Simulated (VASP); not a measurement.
Set up this calculation in VASP 6.6.1, as the native input.

```yaml
Task: single point
Functional: PBEsol
Potentials_or_basis: VASP PAW PBE potentials, release 64 (Ni_sv_GW, O)
Cutoff: 700 eV
k_mesh: 11 × 11 × 6
Occupations: fermi-dirac, width 0.05 eV
Spin: collinear spin, ferromagnetic start
Starting_moments: "[1.0, 0.0, 0.0] μB"
Dipole_correction: no
Further_INCAR_settings: ALGO = Normal; EDIFF = 1e-06; NBANDS = 26
```

The structure of NiO2 lies in POSCAR:

```
NiO2
1.0
    2.8356121658      0.0000000000      0.0000000000
   -1.4178060829      2.4557121709      0.0000000000
    0.0000000000      0.0000000000      4.6790467194
Ni O
1 2
Direct
    0.0000000000      0.0000000000      0.5000000000
    0.3333333333      0.6666666667      0.2939610000
    0.6666666667      0.3333333333      0.7060390000
```

These files were run (other wordings do the same):

INCAR

```
SYSTEM = NiO2
PREC     = Accurate       ! precision mode
ENCUT    = 700            ! plane-wave cutoff, eV
EDIFF    = 1E-6           ! SCF threshold, eV
ISMEAR   = -1             ! smearing method
SIGMA    = 0.05           ! smearing width, eV
LREAL    = .False.        ! projectors in reciprocal space
LASPH    = .True.         ! aspherical terms in the spheres
NELM     = 200            ! most SCF steps
ALGO     = Normal         ! electronic algorithm
ISIF     = 2              ! what is computed and relaxed
LWAVE    = .False.        ! write WAVECAR
LCHARG   = .False.        ! write CHGCAR
ISPIN    = 2              ! spin polarisation
MAGMOM   = 1 0 0          ! initial moments
LORBIT   = 11             ! projections on sites
LMAXMIX  = 4              ! l up to which the mixer works
GGA      = PS             ! functional
NBANDS   = 26             ! bands
GGA_COMPAT= .False.
```

KPOINTS

```
regular mesh
0
Gamma
  11 11 6
  0 0 0
```

Potentials or basis: VASP PAW PBE potentials, release 64 (Ni_sv_GW, O).

Launch:

```sh
$ cat potpaw_PBE.64/Ni_sv_GW/POTCAR potpaw_PBE.64/O/POTCAR > POTCAR
$ mpirun -np 1 vasp_std > vasp.out
```

Results of the run:

The pressure is -11.3 GPa and the largest force is 0.914 eV/Å. The band gap on the k mesh is 0.84 eV (least direct gap 1.08 eV), the net moment is 0.00 μB per cell and the valence electrons inside the program's atomic spheres are Ni 16.30; O 4.87.

Caveat: the cell stands under tension; the moments typed at the start vanished in this run; the PAW data sets were made with another functional, which shifts forces and pressure a little.

It took 2.7 min on 1 thread of Intel(R) Xeon(R) Platinum 8259CL CPU @ 2.50GHz (Skylake/Cascade Lake) (shared host), peak memory 0.32 GiB.
